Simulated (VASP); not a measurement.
# Al (P-1) in VASP: further runs, part 2 of 2

VASP 6.6.1.

**3. Single point, r2SCAN**

Input file POSCAR:

```
Al
1.0
   -0.0204552100      1.9706540500      2.0438328400
    2.0026569100      0.0099662700      2.0134113600
    2.0592944800      1.9968701300     -0.0466712900
Al
1
Direct
    0.0000000000      0.0000000000      0.0000000000
```

Input file INCAR.step1:

```
PREC = Accurate ; ENCUT = 520
ISMEAR = -1 ; SIGMA = 0.05
LREAL = False ; LASPH = True
NELM = 100 ; NBANDS = 8
GGA = PE ; ALGO = Normal
EDIFF = 1E-4 ; LWAVE = True
LCHARG = False
```

Input file INCAR.step2:

```
PREC = Accurate ; ENCUT = 520
EDIFF = 1E-7 ; ISMEAR = -1
SIGMA = 0.05 ; LREAL = False
LASPH = True ; NELM = 100
ALGO = Normal ; ISIF = 2
LWAVE = False ; LCHARG = False
METAGGA = R2SCAN ; LMIXTAU = True
NBANDS = 8 ; ISTART = 1
```

Input file KPOINTS:

```
regular mesh
0
Gamma
  18 19 18
```

Potentials or basis: VASP PAW PBE potentials, release 64 (Al).

The run is started by

```bash
> cat potpaw_PBE.64/Al/POTCAR > POTCAR
> cp INCAR.step1 INCAR
> mpirun -np 1 vasp_std > vasp.out
> cp INCAR.step2 INCAR
> mpirun -np 1 vasp_std > vasp.out
```

OUTCAR:

```text
PREC = Accurate
   ENCUT = 520
   EDIFF = 1E-7
   ISMEAR = -1
   LREAL = False
   LASPH = True
   NELM = 100
   ISIF = 2
   METAGGA = R2SCAN
   ISTART = 1

 ion  position               nearest neighbor table
   1  0.000  0.000  0.000-

  LATTYP: Found a triclinic cell.
 ALAT       =     4.8932994550
 B/A-ratio  =     0.9921520640
 C/A-ratio  =     1.5454074236
 COS(alpha) =     0.0035236391
 COS(beta)  =     0.5577824530
 COS(gamma) =     0.8268074114

  Lattice vectors:

 A1 = (  -4.0257690300,   1.9507215100,  -1.9829898800)
 A2 = (  -1.9664745500,   3.9475916400,  -2.0296611700)
 A3 = (  -6.1212458700,  -4.0037065300,  -1.9200687800)

Analysis of symmetry for initial positions (statically):
=====================================================================
 Subroutine PRICEL returns:
 Original cell was already a primitive cell.

 Routine SETGRP: Setting up the symmetry group for a
 triclinic supercell.

 Subroutine GETGRP returns: Found  2 space group operations
 (whereof  2 operations were pure point group operations)
 out of a pool of  2 trial point group operations.

The static configuration has the point symmetry S_2 .

Analysis of symmetry for dynamics (positions and initial velocities):
=====================================================================
 Subroutine PRICEL returns:
 Original cell was already a primitive cell.

 Routine SETGRP: Setting up the symmetry group for a
 triclinic supercell.

 Subroutine GETGRP returns: Found  2 space group operations
 (whereof  2 operations were pure point group operations)
 out of a pool of  2 trial point group operations.

The dynamic configuration has the point symmetry S_2 .

 Subroutine INISYM returns: Found  2 space group operations
 (whereof  2 operations are pure point group operations),
 and found     1 'primitive' translations

[... 113 lines left out ...]
  volume/ion in A,a.u.               =      16.57       111.81
  Fermi-wavevector in a.u.,A,eV,Ry     =   0.926161  1.750191 11.670728  0.857774
  Thomas-Fermi vector in A             =   2.052094
   LORBIT       =      0    0 simple, 1 ext, 2 COOP (PROOUT), +10 PAW based schemes
   METAGGA = R2SCAN    functional components
   LHFCALC =     F    Hartree Fock is set to
   AEXX    =    0.0000 exact exchange contribution
   IVDW    =     0    specifies the selected vdW correction
   LEPSILON=     F    determine dielectric tensor
   LRPA    =     F    only Hartree local field effects (RPA)
 non-spin polarized calculation
  energy-cutoff  :      520.00
  volume of cell :       16.57
 maximum number of plane-waves:       461
 NGX is ok and might be reduce to    24
   NGX = 11   NGY = 11   NGZ = 11

 number of electron       3.0000000 magnetization

 Free energy of the ion-electron system (eV)
  ---------------------------------------------------
  ext. energy  EPLUGINS =         0.00000000
  ---------------------------------------------------
  free energy    TOTEN  =        -6.72650840 eV

  energy without entropy =       -6.72369835  energy(sigma->0) =       -6.72510337

 E-fermi :   7.9758     XC(G=0): -10.8912

 val. band max:        7.9732541296   @ k =  -0.2778   0.3158   0.3889
 cond. band min:       7.9774797844   @ k =  -0.2222   0.2632   0.2778
 fundamental gap:      0.0042256548
 Fermi energy:         7.9757547495

 k-point     1 :       0.0000    0.0000    0.0000
  band No.  band energies     occupation
      1      -3.8371      2.00000
      2      20.4652      0.00000
      3      21.5367      0.00000
      4      21.8466      0.00000
      5      22.2333      0.00000
      6      23.1398      0.00000
      7      23.8585      0.00000
      8      25.5867      0.00000
[... 243 lines left out ...]
 k-point    24 :      -0.2778    0.0526   -0.0000
  band No.  band energies     occupation
      1      -1.2589      2.00000
      2       9.8037      0.00000
      3      18.0705      0.00000
      4      20.6495      0.00000
      5      21.8504      0.00000
      6      23.3628      0.00000
      7      23.9123      0.00000
      8      27.0281      0.00000

 [... further k-points ...]

------------------------ aborting loop because EDIFF is reached ----------------------------------------

  FORCE on cell =-STRESS in cart. coord.  units (eV):
  Direction    XX          YY          ZZ          XY          YZ          ZX
  --------------------------------------------------------------------------------------
  -------------------------------------------------------------------------------------
  Total       -0.4121174     -0.1551385     -0.4938755     -0.0763802      0.0498000      0.1393849
  in kB      -39.8515617    -15.0018186    -47.7575353     -7.3859290      4.8156343     13.4784523
  external PRESSURE =     -34.2036385 kB  Pullay stress =       0.0000000 kB

 VOLUME and BASIS-vectors are now :
 -----------------------------------------------------------------------------
  energy-cutoff  :      520.00
  volume of cell :       16.57
      direct lattice vectors                 reciprocal lattice vectors
    -0.020455210  1.970654050  2.043832840    -0.242686930  0.255885821  0.240124020
     2.002656910  0.009966270  2.013411360     0.251876327 -0.253968071  0.247395668
     2.059294480  1.996870130 -0.046671290     0.238243693  0.249524832 -0.238206270

 POSITION                                       TOTAL-FORCE (eV/Angst)
 -----------------------------------------------------------------------------------
      0.00000      0.00000      0.00000        -0.000000      0.000000     -0.000000
 -----------------------------------------------------------------------------------
    total drift:                               -0.000000     -0.000000     -0.000000

  FREE ENERGIE OF THE ION-ELECTRON SYSTEM (eV)
  ---------------------------------------------------
  free  energy   TOTEN  =        -6.7265083968 eV

  energy  without entropy=       -6.7236983525  energy(sigma->0) =       -6.72510337
```

OUTCAR.step1:

```text
PREC = Accurate
   ENCUT = 520
   ISMEAR = -1
   LREAL = False
   LASPH = True
   NELM = 100
[... 484 lines left out ...]
 POSITION                                       TOTAL-FORCE (eV/Angst)
 -----------------------------------------------------------------------------------
      0.00000      0.00000      0.00000         0.000000      0.000000     -0.000000
 -----------------------------------------------------------------------------------
    total drift:                               -0.000000      0.000000      0.000000

  FREE ENERGIE OF THE ION-ELECTRON SYSTEM (eV)
  ---------------------------------------------------
  free  energy   TOTEN  =        -3.7436470118 eV

  energy  without entropy=       -3.7406904704  energy(sigma->0) =       -3.74216874
```

OSZICAR.step1:

```text
N       E                     dE             d eps       ncg     rms          rms(c)
DAV:   1    -0.236186276214E+01   -0.23619E+01   -0.85069E+02 49464   0.203E+02
DAV:   2    -0.375885931670E+01   -0.13970E+01   -0.13502E+01 68328   0.186E+01
DAV:   3    -0.376602944157E+01   -0.71701E-02   -0.71662E-02 63696   0.148E+00
DAV:   4    -0.376604643527E+01   -0.16994E-04   -0.16994E-04 76528   0.640E-02
DAV:   5    -0.376604647763E+01   -0.42359E-07   -0.42040E-07 64696   0.178E-03    0.130E+00
DAV:   6    -0.375309460908E+01    0.12952E-01   -0.16639E-03 64816   0.194E-01    0.755E-01
DAV:   7    -0.374365264625E+01    0.94420E-02   -0.49882E-03 63736   0.315E-01    0.146E-01
DAV:   8    -0.374364701180E+01    0.56344E-05   -0.14346E-05 65792   0.266E-02
   1 F= -.37436470E+01 E0= -.37421687E+01  d E =-.295654E-02
```

It took 8.5 min on 1 thread of Intel Xeon 6975P-C (Granite Rapids), shared host; peak memory 0.43 GiB.

Results:

```yaml
Free_energy: -6.7265 eV
Pressure: -3.4 GPa
```

Stress tensor (GPa, compression positive):
```
-3.99 -0.74  1.35
-0.74 -1.50  0.48
 1.35  0.48 -4.78
```

Caveat: the PAW data sets were made with another functional, which shifts forces and pressure a little.
